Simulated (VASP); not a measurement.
# Ge (Im-3m) in VASP: single point with PBE

Aim: the single point of Ge with PBE.

All numbers are computed with VASP 6.6.1; they aren't measurements. Logs are shortened: lines on timing, memory, paths and dates and some standing lists are left out, and cuts for length are marked.

### Step 1. The cell of the first run

Symmetry: Im-3m, No. 229, cubic system. The conventional cell has a = 3.223 Å, b = 3.223 Å, c = 3.223 Å, α = 90.00°, β = 90.00°, γ = 90.00°. Ge (site symmetry m-3m) has 14 Ge at 2.79 to 3.22 Å within 3.7 Å.

### Step 2. Single point, PBE

Input file INCAR:

```
SYSTEM = Ge
ALGO = Normal
EDIFF = 1E-6
ENCUT = 520
GGA = PE
ISIF = 2
ISMEAR = -1
LASPH = .TRUE.
LCHARG = .TRUE.
LELF = .TRUE.
LREAL = .FALSE.
LVHAR = .TRUE.
LWAVE = .FALSE.
NBANDS = 13
NELM = 100
PREC = Accurate
SIGMA = 0.0161
```

Input file KPOINTS:

```
k-points
0
G
  15 15 15
  0 0 0
```

Input file POSCAR:

```
Ge
1.0
   -1.6115310000      1.6115310000      1.6115310000
    1.6115310000     -1.6115310000      1.6115310000
    1.6115310000      1.6115310000     -1.6115310000
Ge
1
Direct
    0.0000000000      0.0000000000      0.0000000000
```

Potentials or basis: VASP PAW PBE potentials, release 64 (Ge_d).

Command:

```bash
$ cat potpaw_PBE.64/Ge_d/POTCAR > POTCAR
$ mpirun -np 1 vasp_std > vasp.out
```

OUTCAR:

```text
SYSTEM = Ge
   EDIFF = 1E-6
   ENCUT = 520
   GGA = PE
   ISIF = 2
   ISMEAR = -1
   LASPH = .TRUE.
   LREAL = .FALSE.
   NELM = 100
   PREC = Accurate

 ion  position               nearest neighbor table
   1  0.000  0.000  0.000-

  LATTYP: Found a body centered cubic cell.
 ALAT       =     3.2230620000

  Lattice vectors:

 A1 = (  -1.6115310000,   1.6115310000,   1.6115310000)
 A2 = (   1.6115310000,  -1.6115310000,   1.6115310000)
 A3 = (   1.6115310000,   1.6115310000,  -1.6115310000)

Analysis of symmetry for initial positions (statically):
=====================================================================
 Subroutine PRICEL returns:
 Original cell was already a primitive cell.

 Routine SETGRP: Setting up the symmetry group for a
 body centered cubic supercell.

 Subroutine GETGRP returns: Found 48 space group operations
 (whereof 48 operations were pure point group operations)
 out of a pool of 48 trial point group operations.

The static configuration has the point symmetry O_h .

Analysis of symmetry for dynamics (positions and initial velocities):
=====================================================================
 Subroutine PRICEL returns:
 Original cell was already a primitive cell.

 Routine SETGRP: Setting up the symmetry group for a
 body centered cubic supercell.

 Subroutine GETGRP returns: Found 48 space group operations
 (whereof 48 operations were pure point group operations)
 out of a pool of 48 trial point group operations.

The dynamic configuration has the point symmetry O_h .

 Subroutine INISYM returns: Found 48 space group operations
 (whereof 48 operations are pure point group operations),
 and found     1 'primitive' translations

----------------------------------------------------------------------------------------

                                     Primitive cell

  volume of cell :      16.7408

  direct lattice vectors                    reciprocal lattice vectors
    -1.611531000  1.611531000  1.611531000     0.000000000  0.310263966  0.310263966
     1.611531000 -1.611531000  1.611531000     0.310263966  0.000000000  0.310263966
     1.611531000  1.611531000 -1.611531000     0.310263966  0.310263966  0.000000000

  length of vectors
     2.791253570  2.791253570  2.791253570     0.438779509  0.438779509  0.438779509

  position of ions in fractional coordinates (direct lattice)
     0.000000000  0.000000000  0.000000000
[... 76 lines left out ...]
   EDIFF  = 0.1E-05   stopping-criterion for ELM
   LREAL  =      F    real-space projection
   EDIFFG = 0.1E-04   stopping-criterion for IOM
   NSW    =      0    number of steps for IOM
   IBRION =     -1    ionic relax: 0-MD 1-quasi-New 2-CG
   NFREE  =      0    steps in history (QN), initial steepest desc. (CG)
   ISIF   =      2    stress and relaxation
   ISYM   =      2    0-nonsym 1-usesym 2-fastsym
   POTIM  = 0.5000    time-step for ionic-motion
   TEBEG  =    0.0;   TEEND  =   0.0 temperature during run
   PSTRESS=    0.0 pullay stress
   NELECT =      14.0000    total number of electrons
   NUPDOWN=      -1.0000    fix difference up-down
   EMIN   =  10.00;   EMAX   =-10.00  energy-range for DOS
   EFERMI =   0.00;   METHOD = LEGACY
   ISMEAR =    -1;   SIGMA  =   0.02  broadening in eV -4-tet -1-fermi 0-gaus
   EFERMI_NEDOS =   21; number of points for ismear=-14 and -15
   IALGO  =     38    algorithm
   IMIX   =      4    mixing-type and parameters
     AMIX     =   0.40;   BMIX     =  1.00
     AMIX_MAG =   1.60;   BMIX_MAG =  1.00
  volume/ion in A,a.u.               =      16.74       112.97
  Fermi-wavevector in a.u.,A,eV,Ry     =   1.542383  2.914681 32.367509  2.378945
  Thomas-Fermi vector in A             =   2.648195
   LORBIT       =      0    0 simple, 1 ext, 2 COOP (PROOUT), +10 PAW based schemes
   GGA     = PE    functional components
   LHFCALC =     F    Hartree Fock is set to
   AEXX    =    0.0000 exact exchange contribution
   IVDW    =     0    specifies the selected vdW correction
   LEPSILON=     F    determine dielectric tensor
   LRPA    =     F    only Hartree local field effects (RPA)
 non-spin polarized calculation
  energy-cutoff  :      520.00
  volume of cell :       16.74
 maximum number of plane-waves:       466
 NGX is ok and might be reduce to    24
   NGX = 11   NGY = 11   NGZ = 11

 number of electron      13.9999994 magnetization

 Free energy of the ion-electron system (eV)
  ---------------------------------------------------
  ext. energy  EPLUGINS =         0.00000000
  ---------------------------------------------------
  free energy    TOTEN  =        -4.09859736 eV

  energy without entropy =       -4.09834830  energy(sigma->0) =       -4.09847283

 E-fermi :   8.1133     XC(G=0): -11.9159

 val. band max:        8.0031519203   @ k =   0.2667   0.2000   0.0667
 cond. band min:       8.1379632021   @ k =  -0.3333   0.4667   0.1333
 fundamental gap:      0.1348112818
 Fermi energy:         8.1132932609

 k-point     1 :       0.0000    0.0000    0.0000
  band No.  band energies     occupation
      1     -16.6827      2.00000
      2     -16.6827      2.00000
      3     -16.6827      2.00000
      4     -16.5613      2.00000
      5     -16.5613      2.00000
      6      -6.0768      2.00000
      7      18.6282      0.00000
      8      18.6282      0.00000
      9      18.6282      0.00000
     10      24.0505      0.00000
     11      24.0505      0.00000
     12      24.0505      0.00000
     13      25.7661      0.00000
[... 354 lines left out ...]
  band No.  band energies     occupation
      1     -16.7067      2.00000
      2     -16.6491      2.00000
      3     -16.5800      2.00000
      4     -16.5673      2.00000
      5     -16.5176      2.00000
      6       1.2479      2.00000
      7       3.0188      2.00000
      8       8.1879      0.01928
      9      13.7234      0.00000
     10      20.6129      0.00000
     11      24.5205      0.00000
     12      26.8305      0.00000
     13      27.3242      0.00000

 [... further k-points ...]
[... 5 lines left out ...]
  --------------------------------------------------------------------------------------
  -------------------------------------------------------------------------------------
  Total        1.2305095      1.2305095      1.2305095     -0.0000000     -0.0000000      0.0000000
  in kB      117.7659001    117.7659001    117.7659001     -0.0000000     -0.0000000      0.0000000
  external PRESSURE =     117.7659001 kB  Pullay stress =       0.0000000 kB

 VOLUME and BASIS-vectors are now :
 -----------------------------------------------------------------------------
  energy-cutoff  :      520.00
  volume of cell :       16.74
      direct lattice vectors                 reciprocal lattice vectors
    -1.611531000  1.611531000  1.611531000     0.000000000  0.310263966  0.310263966
     1.611531000 -1.611531000  1.611531000     0.310263966  0.000000000  0.310263966
     1.611531000  1.611531000 -1.611531000     0.310263966  0.310263966  0.000000000

 POSITION                                       TOTAL-FORCE (eV/Angst)
 -----------------------------------------------------------------------------------
      0.00000      0.00000      0.00000         0.000000      0.000000      0.000000
 -----------------------------------------------------------------------------------
    total drift:                               -0.000000      0.000000      0.000000

  FREE ENERGIE OF THE ION-ELECTRON SYSTEM (eV)
  ---------------------------------------------------
  free  energy   TOTEN  =        -4.0985973635 eV

  energy  without entropy=       -4.0983482974  energy(sigma->0) =       -4.09847283
```

OSZICAR:

```text
N       E                     dE             d eps       ncg     rms          rms(c)
DAV:   1     0.611855967575E+02    0.61186E+02   -0.70401E+03  3559   0.307E+03
DAV:   2     0.879453846906E+00   -0.60306E+02   -0.57624E+02  3290   0.420E+02
DAV:   3    -0.406098083874E+01   -0.49404E+01   -0.49150E+01  3615   0.688E+01
DAV:   4    -0.411617545287E+01   -0.55195E-01   -0.55189E-01  3585   0.781E+00
DAV:   5    -0.411662080610E+01   -0.44535E-03   -0.44535E-03  3633   0.765E-01    0.140E+00
DAV:   6    -0.410458994652E+01    0.12031E-01   -0.67024E-03  3940   0.188E+00    0.779E-01
DAV:   7    -0.409878255320E+01    0.58074E-02   -0.50509E-03  3845   0.122E+00    0.629E-02
DAV:   8    -0.409859037962E+01    0.19217E-03   -0.42260E-04  3845   0.498E-01    0.267E-02
DAV:   9    -0.409859670131E+01   -0.63217E-05   -0.66232E-06  3650   0.249E-02    0.678E-03
DAV:  10    -0.409859736353E+01   -0.66223E-06   -0.39874E-07  2590   0.158E-02
   1 F= -.40985974E+01 E0= -.40984728E+01  d E =-.249066E-03
```

It took 24 s on 1 thread of Intel Xeon 8259CL, shared host; peak memory 0.15 GiB.

What came out:

```
Free energy            : -4.0986 eV
Pressure               : 11.8 GPa
Band gap on the k mesh : zero (band 7 reaches 18.63 eV, above the bottom of band 8 at 4.63 eV)
```
